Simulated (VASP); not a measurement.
# GaN (P6_3mc) in VASP: single point with PBE

Aim: the single point of GaN with PBE.

Program: VASP 6.6.1. These are calculated values, not measurements. Logs are shortened: lines on timing, memory, paths and dates and some standing lists are left out, and cuts for length are marked.

## (1) The cell of the first run

It takes space group P6_3mc (No. 186, hexagonal). Conventional cell: a = 3.218 Å, b = 3.218 Å, c = 5.243 Å, α = 90.00°, β = 90.00°, γ = 120.00°. Ga (site symmetry 3m) has 4 N at 1.97 to 1.98 Å within 2.6 Å. N (site symmetry 3m) has 4 Ga at 1.97 to 1.98 Å within 2.6 Å.

## (2) Single point, PBE

INCAR

```
ALGO = Normal ; EDIFF = 1E-6
ENCUT = 520 ; GGA = PE
ISIF = 2 ; ISMEAR = 0
LASPH = True ; LCHARG = False
LREAL = Auto ; LWAVE = False
NBANDS = 86 ; NELM = 80
PREC = Accurate ; SIGMA = 0.01
```

KPOINTS

```
k-points
0
Gamma
  3 3 3
```

POSCAR

```
GaN
1.0
    0.0000000000      0.0000000000      5.2431684676
   -6.4367416399      0.0000000000      0.0000000000
    3.2183708199     -5.5743817777      0.0000000000
Ga N
8 8
Direct
    0.4991348680      0.1666666667      0.3333333333
    0.4991348680      0.1666666667      0.8333333333
    0.4991348680      0.6666666667      0.3333333333
    0.4991348680      0.6666666667      0.8333333333
    0.9991348680      0.3333333333      0.1666666667
    0.9991348680      0.3333333333      0.6666666667
    0.9991348680      0.8333333333      0.1666666667
    0.9991348680      0.8333333333      0.6666666667
    0.8758651320      0.1666666667      0.3333333333
    0.8758651320      0.1666666667      0.8333333333
    0.8758651320      0.6666666667      0.3333333333
    0.8758651320      0.6666666667      0.8333333333
    0.3758651320      0.3333333333      0.1666666667
    0.3758651320      0.3333333333      0.6666666667
    0.3758651320      0.8333333333      0.1666666667
    0.3758651320      0.8333333333      0.6666666667
```

Potentials or basis: VASP PAW PBE potentials, release 64 (Ga_d, N).

Command:

```
> cat potpaw_PBE.64/Ga_d/POTCAR potpaw_PBE.64/N/POTCAR > POTCAR
> mpirun -np 1 vasp_std > vasp.out
```

OUTCAR:

```text
EDIFF = 1E-6
   ENCUT = 520
   GGA = PE
   ISIF = 2
   ISMEAR = 0
   LASPH = True
   LREAL = Auto
   NELM = 80
   PREC = Accurate

 ion  position               nearest neighbor table
   1  0.499  0.167  0.333-  13 1.97  14 1.97  15 1.97   9 1.98
   2  0.499  0.167  0.833-  14 1.97  13 1.97  16 1.97  10 1.98
   3  0.499  0.667  0.333-  15 1.97  16 1.97  13 1.97  11 1.98
   4  0.499  0.667  0.833-  16 1.97  15 1.97  14 1.97  12 1.98
   5  0.999  0.333  0.167-   9 1.97  10 1.97  11 1.97  13 1.98
   6  0.999  0.333  0.667-  10 1.97   9 1.97  12 1.97  14 1.98
[... 8 lines left out ...]
  15  0.376  0.833  0.167-   3 1.97   4 1.97   1 1.97   7 1.98
  16  0.376  0.833  0.667-   4 1.97   3 1.97   2 1.97   8 1.98
[... 7 lines left out ...]
 A1 = (  -6.4367416399,   0.0000000000,   0.0000000000)
 A2 = (   3.2183708199,  -5.5743817777,   0.0000000000)
 A3 = (   0.0000000000,   0.0000000000,   5.2431684676)

Analysis of symmetry for initial positions (statically):
=====================================================================
 Subroutine PRICEL returns following result:

  LATTYP: Found a hexagonal cell.
 ALAT       =     3.2183708200
 C/A-ratio  =     1.6291374614

  Lattice vectors:

 A1 = (  -3.2183708200,   0.0000000000,   0.0000000000)
 A2 = (   1.6091854100,  -2.7871908889,   0.0000000000)
 A3 = (   0.0000000000,   0.0000000000,   5.2431684676)

   4 primitive cells build up your supercell.

 Routine SETGRP: Setting up the symmetry group for a
 hexagonal supercell.

 Subroutine GETGRP returns: Found 12 space group operations
 (whereof  6 operations were pure point group operations)
 out of a pool of 24 trial point group operations.

The static configuration has the point symmetry C_3v.
 The point group associated with its full space group is C_6v.

Analysis of symmetry for dynamics (positions and initial velocities):
=====================================================================
 Subroutine PRICEL returns following result:

  LATTYP: Found a hexagonal cell.
 ALAT       =     3.2183708200
 C/A-ratio  =     1.6291374614

  Lattice vectors:

 A1 = (  -3.2183708200,   0.0000000000,   0.0000000000)
 A2 = (   1.6091854100,  -2.7871908889,   0.0000000000)
 A3 = (   0.0000000000,   0.0000000000,   5.2431684676)

   4 primitive cells build up your supercell.

 Routine SETGRP: Setting up the symmetry group for a
[... 94 lines left out ...]
   EDIFFG = 0.1E-04   stopping-criterion for IOM
   NSW    =      0    number of steps for IOM
   IBRION =     -1    ionic relax: 0-MD 1-quasi-New 2-CG
   NFREE  =      0    steps in history (QN), initial steepest desc. (CG)
   ISIF   =      2    stress and relaxation
   ISYM   =      2    0-nonsym 1-usesym 2-fastsym
   POTIM  = 0.5000    time-step for ionic-motion
   TEBEG  =    0.0;   TEEND  =   0.0 temperature during run
   PSTRESS=    0.0 pullay stress
   NELECT =     144.0000    total number of electrons
   NUPDOWN=      -1.0000    fix difference up-down
   EMIN   =  10.00;   EMAX   =-10.00  energy-range for DOS
   EFERMI =   0.00;   METHOD = LEGACY
   ISMEAR =     0;   SIGMA  =   0.01  broadening in eV -4-tet -1-fermi 0-gaus
   EFERMI_NEDOS =   21; number of points for ismear=-14 and -15
   IALGO  =     38    algorithm
   IMIX   =      4    mixing-type and parameters
     AMIX     =   0.40;   BMIX     =  1.00
     AMIX_MAG =   1.60;   BMIX_MAG =  1.00
  volume/ion in A,a.u.               =      11.76        79.35
  Fermi-wavevector in a.u.,A,eV,Ry     =   1.497534  2.829930 30.512550  2.242609
  Thomas-Fermi vector in A             =   2.609410
   LORBIT       =      0    0 simple, 1 ext, 2 COOP (PROOUT), +10 PAW based schemes
   GGA     = PE    functional components
   LHFCALC =     F    Hartree Fock is set to
   AEXX    =    0.0000 exact exchange contribution
   IVDW    =     0    specifies the selected vdW correction
   LEPSILON=     F    determine dielectric tensor
   LRPA    =     F    only Hartree local field effects (RPA)
 non-spin polarized calculation
 Gauss-broadening in eV      SIGMA  =   0.01
  energy-cutoff  :      520.00
  volume of cell :      188.13
 maximum number of plane-waves:      5076
 NGX is ok and might be reduce to    40
   NGX = 19   NGY = 23   NGZ = 23

 number of electron     143.9999826 magnetization

 Free energy of the ion-electron system (eV)
  ---------------------------------------------------
  ext. energy  EPLUGINS =         0.00000000
  ---------------------------------------------------
  free energy    TOTEN  =       -97.28573749 eV

  energy without entropy =      -97.28573749  energy(sigma->0) =      -97.28573749

 E-fermi :   5.1272     XC(G=0): -11.5140

 val. band max:        5.0133395848   @ k =   0.0000   0.0000   0.0000
 cond. band min:       6.7273956161   @ k =   0.0000   0.0000   0.0000
 fundamental gap:      1.7140560314
 Fermi energy:         5.1272097785

 k-point     1 :       0.0000    0.0000    0.0000
  band No.  band energies     occupation
      1     -10.7234      2.00000
      2      -9.9078      2.00000
      3      -9.9078      2.00000
      4      -9.9078      2.00000
      5      -9.9008      2.00000
      6      -9.7560      2.00000
[... 511 lines left out ...]
     83      12.1956      0.00000
     84      12.1956      0.00000
 [bands above 84 left out]

------------------------ aborting loop because EDIFF is reached ----------------------------------------

  FORCE on cell =-STRESS in cart. coord.  units (eV):
  Direction    XX          YY          ZZ          XY          YZ          ZX
  --------------------------------------------------------------------------------------
  -------------------------------------------------------------------------------------
  Total       -0.0109893     -0.0109893     -0.0305765     -0.0000000      0.0000000      0.0000000
  in kB       -0.0935886     -0.0935886     -0.2604008     -0.0000000      0.0000000      0.0000000
  external PRESSURE =      -0.1491927 kB  Pullay stress =       0.0000000 kB

 VOLUME and BASIS-vectors are now :
 -----------------------------------------------------------------------------
  energy-cutoff  :      520.00
  volume of cell :      188.13
      direct lattice vectors                 reciprocal lattice vectors
     0.000000000  0.000000000  5.243168468     0.000000000  0.000000000  0.190724369
    -6.436741640  0.000000000  0.000000000    -0.155358108 -0.089696045  0.000000000
     3.218370820 -5.574381778  0.000000000     0.000000000 -0.179392090  0.000000000

 POSITION                                       TOTAL-FORCE (eV/Angst)
 -----------------------------------------------------------------------------------
     -0.00000     -1.85813      2.61705        -0.000000      0.000000      0.001004
      1.60919     -4.64532      2.61705         0.000000      0.000000      0.001004
     -3.21837     -1.85813      2.61705        -0.000000      0.000000      0.001004
     -1.60919     -4.64532      2.61705         0.000000     -0.000000      0.001004
     -1.60919     -0.92906      5.23863         0.000000     -0.000000      0.001004
      0.00000     -3.71625      5.23863        -0.000000     -0.000000      0.001004
[... 8 lines left out ...]
     -4.82756     -0.92906      1.97072         0.000000      0.000000     -0.001004
     -3.21837     -3.71625      1.97072        -0.000000      0.000000     -0.001004
 -----------------------------------------------------------------------------------
    total drift:                               -0.000021      0.000040      0.006144

  FREE ENERGIE OF THE ION-ELECTRON SYSTEM (eV)
  ---------------------------------------------------
  free  energy   TOTEN  =       -97.2857374865 eV

  energy  without entropy=      -97.2857374865  energy(sigma->0) =      -97.28573749
```

It took 2 min on 1 thread of AMD EPYC 7R13 (Zen 3), shared host; peak memory 0.28 GiB.

Results:

```
Free energy            : -97.2857 eV
Pressure               : 0.0 GPa
Band gap on the k mesh : 1.71 eV
```
